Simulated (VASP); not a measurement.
# Y3CoNi (C2/m) in VASP: further runs

Runs on Y3CoNi. Level: PBE. Tasks: single point.

All numbers are computed with VASP 6.6.1; they aren't measurements. Logs are shortened: lines on timing, memory, paths and dates and some standing lists are left out, and cuts for length are marked.

## 1. The cell of the first run

Symmetry: C2/m, No. 12, monoclinic system. The conventional cell has a = 13.052 Å, b = 3.711 Å, c = 9.283 Å, α = 90.00°, β = 109.08°, γ = 90.00°. Within 3.7 Å of Y (site symmetry m) lie 4 Ni at 2.82 to 2.85 Å and 3 Co at 2.87 to 3.17 Å and 6 Y at 3.43 to 3.57 Å. Within 3.7 Å of Y (site symmetry m) lie 3 Co at 2.80 to 3.44 Å and 2 Ni at 2.82 Å and 8 Y at 3.46 to 3.60 Å. Within 3.6 Å of Y (site symmetry m) lie 2 Co at 2.70 Å and 1 Ni at 2.84 Å and 8 Y at 3.43 to 3.56 Å. Ni (site symmetry m) has 1 Co at 2.50 Å and 1 Ni at 2.50 Å and 7 Y at 2.82 to 2.85 Å within 3.3 Å. Within 3.3 Å of Co (site symmetry m) lie 1 Ni at 2.50 Å and 7 Y at 2.70 to 3.17 Å.

## 2. Single point, PBE

INCAR

```
SYSTEM = Y3CoNi
  ALGO = Normal
  EDIFF = 1E-7
  ENCUT = 520
  GGA = PE
  ISIF = 2
  ISMEAR = -1
  LASPH = .TRUE.
  LCHARG = .FALSE.
  LREAL = .FALSE.
  LWAVE = .FALSE.
  NBANDS = 63
  NELM = 60
  PREC = Accurate
  SIGMA = 0.0196
```

KPOINTS

```
k-points
0
G
  5 5 2
  0 0 0
```

POSCAR

```
Y3CoNi
1.0
    0.0000000000      3.7109720000      0.0000000000
    6.5261820000     -1.8554860000      0.0000000000
    3.0343070000      0.0000000000     -8.7729660000
Y Ni Co
6 2 2
Direct
    0.3669100000      0.7338200000      0.9991300000
    0.6330900000      0.2661800000      0.0008700000
    0.3617900000      0.7235800000      0.3739700000
    0.6382100000      0.2764200000      0.6260300000
    0.1037300000      0.2074600000      0.3227000000
    0.8962700000      0.7925400000      0.6773000000
    0.0354000000      0.0708000000      0.8575000000
    0.9646000000      0.9292000000      0.1425000000
    0.2378000000      0.4756000000      0.7629000000
    0.7622000000      0.5244000000      0.2371000000
```

Potentials or basis: VASP PAW PBE potentials, release 64 (Y_sv, Ni, Co).

Started as:

```
> cat potpaw_PBE.64/Y_sv/POTCAR potpaw_PBE.64/Ni/POTCAR potpaw_PBE.64/Co/POTCAR > POTCAR
> mpirun -np 1 vasp_std > vasp.out
```

OUTCAR:

```text
SYSTEM = Y3CoNi
   EDIFF = 1E-7
   ENCUT = 520
   GGA = PE
   ISIF = 2
   ISMEAR = -1
   LASPH = .TRUE.
   LREAL = .FALSE.
   NELM = 60
   PREC = Accurate

 ion  position               nearest neighbor table
   1  0.367  0.734  0.999-   8 2.82   8 2.82   7 2.85   7 2.85  10 2.87  10 2.87   9 3.17   6 3.43
                             6 3.43   3 3.46   2 3.48   2 3.57   2 3.57   5 3.75   4 4.06
   2  0.633  0.266  0.001-   7 2.82   7 2.82   8 2.85   8 2.85   9 2.87   9 2.87  10 3.17   5 3.43
                             5 3.43   4 3.46   1 3.48   1 3.57   1 3.57   6 3.75   3 4.06
   3  0.362  0.724  0.374-  10 2.80  10 2.80   8 2.82   8 2.82   9 3.44   1 3.46   6 3.52   6 3.52
                             5 3.55   5 3.56   5 3.56   4 3.60   4 3.60   2 4.06
   4  0.638  0.276  0.626-   9 2.80   9 2.80   7 2.82   7 2.82  10 3.44   2 3.46   5 3.52   5 3.52
                             6 3.55   6 3.56   6 3.56   3 3.60   3 3.60   1 4.06
   5  0.104  0.207  0.323-  10 2.70  10 2.70   8 2.84   2 3.43   2 3.43   6 3.51   4 3.52   4 3.52
                             3 3.55   3 3.56   3 3.56   1 3.75
   6  0.896  0.793  0.677-   9 2.70   9 2.70   7 2.84   1 3.43   1 3.43   5 3.51   3 3.52   3 3.52
                             4 3.55   4 3.56   4 3.56   2 3.75
   7  0.035  0.071  0.858-   9 2.50   8 2.50   2 2.82   2 2.82   4 2.82   4 2.82   6 2.84   1 2.85
                             1 2.85
   8  0.965  0.929  0.142-  10 2.50   7 2.50   1 2.82   1 2.82   3 2.82   3 2.82   5 2.84   2 2.85
                             2 2.85
   9  0.238  0.476  0.763-   7 2.50   6 2.70   6 2.70   4 2.80   4 2.80   2 2.87   2 2.87   1 3.17
                             3 3.44
  10  0.762  0.524  0.237-   8 2.50   5 2.70   5 2.70   3 2.80   3 2.80   1 2.87   1 2.87   2 3.17
                             4 3.44

  LATTYP: Found a base centered monoclinic cell.
 ALAT       =    13.0523640000
 B/A-ratio  =     0.2843141672
 C/A-ratio  =     0.7112033394
 COS(beta)  =    -0.3268711230

  Lattice vectors:

 A1 = (  -6.5261820000,  -1.8554860000,   0.0000000000)
 A2 = (  -6.5261820000,   1.8554860000,   0.0000000000)
 A3 = (   3.0343070000,   0.0000000000,  -8.7729660000)

Analysis of symmetry for initial positions (statically):
=====================================================================
 Subroutine PRICEL returns:
 Original cell was already a primitive cell.

 Routine SETGRP: Setting up the symmetry group for a
 base centered monoclinic supercell.

 Subroutine GETGRP returns: Found  4 space group operations
 (whereof  4 operations were pure point group operations)
 out of a pool of  4 trial point group operations.

The static configuration has the point symmetry C_2h.

Analysis of symmetry for dynamics (positions and initial velocities):
=====================================================================
 Subroutine PRICEL returns:
 Original cell was already a primitive cell.

 Routine SETGRP: Setting up the symmetry group for a
 base centered monoclinic supercell.

 Subroutine GETGRP returns: Found  4 space group operations
 (whereof  4 operations were pure point group operations)
 out of a pool of  4 trial point group operations.

The dynamic configuration has the point symmetry C_2h.

 Subroutine INISYM returns: Found  4 space group operations
 (whereof  4 operations are pure point group operations),
 and found     1 'primitive' translations

----------------------------------------------------------------------------------------

                                     Primitive cell

  volume of cell :     212.4679

  direct lattice vectors                    reciprocal lattice vectors
     0.000000000  3.710972000  0.000000000     0.076614474  0.269471179  0.026498659
     6.526182000 -1.855486000  0.000000000     0.153228948  0.000000000  0.052997318
     3.034307000  0.000000000 -8.772966000     0.000000000  0.000000000 -0.113986535

  length of vectors
     3.710972000  6.784827175  9.282884864     0.281401267  0.162135209  0.113986535

  position of ions in fractional coordinates (direct lattice)
     0.366910000  0.733820000  0.999130000
     0.633090000  0.266180000  0.000870000
     0.361790000  0.723580000  0.373970000
     0.638210000  0.276420000  0.626030000
     0.103730000  0.207460000  0.322700000
     0.896270000  0.792540000  0.677300000
     0.035400000  0.070800000  0.857500000
     0.964600000  0.929200000  0.142500000
     0.237800000  0.475600000  0.762900000
     0.762200000  0.524400000  0.237100000

  ion indices of the primitive-cell ions
   primitive index   ion index
                 1           1
                 2           2
                 3           3
                 4           4
                 5           5
                 6           6
                 7           7
                 8           8
                 9           9
                10          10

----------------------------------------------------------------------------------------

 KPOINTS: k-points

Automatic generation of k-mesh.
 Grid dimensions read from file:
 generate k-points for:    5    5    2

 Generating k-lattice:

  Cartesian coordinates                     Fractional coordinates (reciprocal lattice)
     0.015322895  0.053894236  0.005299732     0.200000000  0.000000000  0.000000000
     0.030645790  0.000000000  0.010599464     0.000000000  0.200000000  0.000000000
     0.000000000  0.000000000 -0.056993268     0.000000000  0.000000000  0.500000000

  Length of vectors
     0.056280253  0.032427042  0.056993268

  Shift w.r.t. Gamma in fractional coordinates (k-lattice)
     0.000000000  0.000000000  0.000000000

 Subroutine IBZKPT returns following result:
 ===========================================

 Found     18 irreducible k-points:

 Following reciprocal coordinates:
            Coordinates               Weight
  0.000000  0.000000  0.000000      1.000000
  0.200000  0.000000  0.000000      4.000000
  0.400000  0.000000  0.000000      4.000000
  0.000000  0.200000  0.000000      2.000000
  0.200000  0.200000  0.000000      4.000000
  0.400000  0.200000  0.000000      4.000000
[... 10 lines left out ...]
  0.000000  0.400000  0.500000      2.000000
  0.200000  0.400000  0.500000      2.000000
   k-points           NKPTS =     18   k-points in BZ     NKDIM =     18   number of bands    NBANDS=     63
   number of dos      NEDOS =    301   number of ions     NIONS =     10
   total plane-waves  NPLWV =  98000
   dimension x,y,z NGX =    28 NGY =   50 NGZ =   70
   dimension x,y,z NGXF=    56 NGYF=  100 NGZF=  140
   ions per type =               6   2   2
   NGX,Y,Z   is equivalent  to a cutoff of  12.54, 12.25, 12.54 a.u.
   NGXF,Y,Z  is equivalent  to a cutoff of  25.09, 24.50, 25.07 a.u.
 SYSTEM =  Y3CoNi
   PREC   = accura    normal or accurate (medium, high low for compatibility)
   ISTART =      0    job   : 0-new  1-cont  2-samecut
   ICHARG =      2    charge: 1-file 2-atom 10-const
   ISPIN  =      1    spin polarized calculation?
   LNONCOLLINEAR =      F non collinear calculations
   LSORBIT =      F    spin-orbit coupling
   LASPH  =      T    aspherical Exc in radial PAW
   ENCUT  =  520.0 eV  38.22 Ry    6.18 a.u.   6.90 12.62 17.26*2*pi/ulx,y,z
   NELM   =     60;   NELMIN=  2; NELMDL= -5     # of ELM steps
   EDIFF  = 0.1E-06   stopping-criterion for ELM
   LREAL  =      F    real-space projection
   EDIFFG = 0.1E-05   stopping-criterion for IOM
   NSW    =      0    number of steps for IOM
   IBRION =     -1    ionic relax: 0-MD 1-quasi-New 2-CG
   NFREE  =      0    steps in history (QN), initial steepest desc. (CG)
   ISIF   =      2    stress and relaxation
   ISYM   =      2    0-nonsym 1-usesym 2-fastsym
   POTIM  = 0.5000    time-step for ionic-motion
   TEBEG  =    0.0;   TEEND  =   0.0 temperature during run
   PSTRESS=    0.0 pullay stress
   NELECT =     104.0000    total number of electrons
   NUPDOWN=      -1.0000    fix difference up-down
   EMIN   =  10.00;   EMAX   =-10.00  energy-range for DOS
   EFERMI =   0.00;   METHOD = LEGACY
   ISMEAR =    -1;   SIGMA  =   0.02  broadening in eV -4-tet -1-fermi 0-gaus
   EFERMI_NEDOS =   21; number of points for ismear=-14 and -15
   IALGO  =     38    algorithm
   IMIX   =      4    mixing-type and parameters
     AMIX     =   0.40;   BMIX     =  1.00
     AMIX_MAG =   1.60;   BMIX_MAG =  1.00
  volume/ion in A,a.u.               =      21.25       143.38
  Fermi-wavevector in a.u.,A,eV,Ry     =   1.290193  2.438112 22.648247  1.664599
  Thomas-Fermi vector in A             =   2.422040
   LORBIT       =      0    0 simple, 1 ext, 2 COOP (PROOUT), +10 PAW based schemes
   GGA     = PE    functional components
   LHFCALC =     F    Hartree Fock is set to
   AEXX    =    0.0000 exact exchange contribution
   IVDW    =     0    specifies the selected vdW correction
   LEPSILON=     F    determine dielectric tensor
   LRPA    =     F    only Hartree local field effects (RPA)
 non-spin polarized calculation
  energy-cutoff  :      520.00
  volume of cell :      212.47
 maximum number of plane-waves:      5752
   NGX = 13   NGY = 25   NGZ = 35

 number of electron     103.9999994 magnetization

 Free energy of the ion-electron system (eV)
  ---------------------------------------------------
  ext. energy  EPLUGINS =         0.00000000
  ---------------------------------------------------
  free energy    TOTEN  =       -66.17142295 eV

  energy without entropy =      -66.15591721  energy(sigma->0) =      -66.16367008

 E-fermi :   4.9924     XC(G=0): -10.6926

 val. band max:        4.9828539202   @ k =   0.4000   0.0000   0.0000
 cond. band min:       4.9981408724   @ k =  -0.4000   0.2000  -0.0000
 fundamental gap:      0.0152869522
 Fermi energy:         4.9923835286

 k-point     1 :       0.0000    0.0000    0.0000
  band No.  band energies     occupation
      1     -37.3189      2.00000
      2     -37.2898      2.00000
      3     -37.2020      2.00000
      4     -37.1660      2.00000
      5     -37.1439      2.00000
      6     -37.1325      2.00000
[... 1177 lines left out ...]
     62       6.5451      0.00000
     63       6.5847      0.00000

------------------------ aborting loop because EDIFF is reached ----------------------------------------

  FORCE on cell =-STRESS in cart. coord.  units (eV):
  Direction    XX          YY          ZZ          XY          YZ          ZX
  --------------------------------------------------------------------------------------
  -------------------------------------------------------------------------------------
  Total        5.0910554      4.7047090      5.3927234      0.0000000      0.0000000      0.3058253
  in kB       38.3906177     35.4772579     40.6654352      0.0000000      0.0000000      2.3061668
  external PRESSURE =      38.1777703 kB  Pullay stress =       0.0000000 kB

 VOLUME and BASIS-vectors are now :
 -----------------------------------------------------------------------------
  energy-cutoff  :      520.00
  volume of cell :      212.47
      direct lattice vectors                 reciprocal lattice vectors
     0.000000000  3.710972000  0.000000000     0.076614474  0.269471179  0.026498659
     6.526182000 -1.855486000  0.000000000     0.153228948  0.000000000  0.052997318
     3.034307000  0.000000000 -8.772966000     0.000000000  0.000000000 -0.113986535

 POSITION                                       TOTAL-FORCE (eV/Angst)
 -----------------------------------------------------------------------------------
      7.82071     -0.00000     -8.76533        -0.326027     -0.000000     -0.060114
      1.73978      1.85549     -0.00763         0.326027      0.000000      0.060114
      5.85695      0.00000     -3.28083        -0.207792     -0.000000     -0.120006
      3.70353      1.85549     -5.49214         0.207792      0.000000      0.120006
      2.33309      0.00000     -2.83104         0.185160      0.000000      0.043407
      7.22740      1.85549     -5.94193        -0.185160      0.000000     -0.043407
      3.06397      0.00000     -7.52282        -0.131104      0.000000      0.047403
      6.49652      1.85549     -1.25015         0.131104      0.000000     -0.047403
      5.41872      0.00000     -6.69290         0.104726      0.000000      0.070758
      4.14176      1.85549     -2.08007        -0.104726      0.000000     -0.070758
 -----------------------------------------------------------------------------------
    total drift:                               -0.000000      0.000000      0.000000

  FREE ENERGIE OF THE ION-ELECTRON SYSTEM (eV)
  ---------------------------------------------------
  free  energy   TOTEN  =       -66.1714229531 eV

  energy  without entropy=      -66.1559172108  energy(sigma->0) =      -66.16367008
```

Wall time 13 min (1 thread of Oxide Virtual Turin-like, shared host); peak memory 0.4 GiB.

What came out:

* Free energy: -66.1714 eV
* Pressure: 3.8 GPa
* Largest force: 0.332 eV/Å
* Band gap on the k mesh: zero (band 52 reaches 5.49 eV, above the bottom of band 53 at 4.78 eV)

Forces on the atoms (eV/Å):
```
Y   -0.326  0.000 -0.060
Y    0.326  0.000  0.060
Y   -0.208  0.000 -0.120
Y    0.208  0.000  0.120
Y    0.185  0.000  0.043
Y   -0.185  0.000 -0.043
Ni  -0.131  0.000  0.047
Ni   0.131  0.000 -0.047
Co   0.105  0.000  0.071
Co  -0.105  0.000 -0.071
```

Levels at points of the mesh, in eV from the Fermi level:
```tsv
k point	band 47	band 48	band 49	band 50	band 51	band 52	band 53	band 54	band 55	band 56
(0.00, 0.00, 0.00)	-1.07	-1.06	-1.04	-0.96	-0.28	0.33	0.45	0.84	1.15	1.29
(0.00, 0.00, 0.50)	-1.10	-1.05	-0.98	-0.97	-0.26	0.02	0.45	0.90	0.97	1.23
```

Spin polarisation is off, so any magnetic state and its effect on volume and gap are missing.

## 3. Single point, PBE

INCAR

```
PREC     = Accurate       # precision mode
ENCUT    = 520            # plane-wave cutoff, eV
EDIFF    = 1E-7           # SCF threshold, eV
ISMEAR   = -1             # smearing method
SIGMA    = 0.0196         # smearing width, eV
LREAL    = False          # projectors in reciprocal space
LASPH    = True           # aspherical terms in the spheres
NELM     = 80             # most SCF steps
ALGO     = Normal         # electronic algorithm
ISIF     = 2              # what is computed and relaxed
LWAVE    = False          # write WAVECAR
LCHARG   = True           # write CHGCAR
GGA      = PE             # functional
LELF     = True           # ELF
LVHAR    = True         
NBANDS   = 63             # bands
```

KPOINTS

```
Automatic mesh
0
Gamma
  5 5 2
```

POSCAR is that of step 2.

Potentials or basis: VASP PAW PBE potentials, release 64 (Y_sv, Ni, Co).

Started as:

```
> cat potpaw_PBE.64/Y_sv/POTCAR potpaw_PBE.64/Ni/POTCAR potpaw_PBE.64/Co/POTCAR > POTCAR
> mpirun -np 1 vasp_std > vasp.out
```

Run time: 13 min. Hardware: 1 thread of Oxide Virtual Turin-like, shared host; peak memory 0.4 GiB.

It converged, with:

```
Free energy            : -66.1714 eV
Pressure               : 3.8 GPa
Largest force          : 0.332 eV/Å
Band gap on the k mesh : zero (band 52 reaches 5.49 eV, above the bottom of band 53 at 4.78 eV)
```

Forces on the atoms (eV/Å):
```
Y   -0.326  0.000 -0.060
Y    0.326  0.000  0.060
Y   -0.208  0.000 -0.120
Y    0.208  0.000  0.120
Y    0.185  0.000  0.043
Y   -0.185  0.000 -0.043
Ni  -0.131  0.000  0.047
Ni   0.131  0.000 -0.047
Co   0.105  0.000  0.071
Co  -0.105  0.000 -0.071
```

Stress tensor (GPa, compression positive):
```
3.84 0.00 0.23
0.00 3.55 0.00
0.23 0.00 4.07
```

Levels at points of the mesh, in eV from the Fermi level:
```csv
k point,band 48,band 49,band 50,band 51,band 52,band 53,band 54,band 55
"(0.00, 0.00, 0.00)",-1.06,-1.04,-0.96,-0.28,0.33,0.45,0.84,1.15
"(0.00, 0.00, 0.50)",-1.05,-0.98,-0.97,-0.26,0.02,0.45,0.90,0.97
```
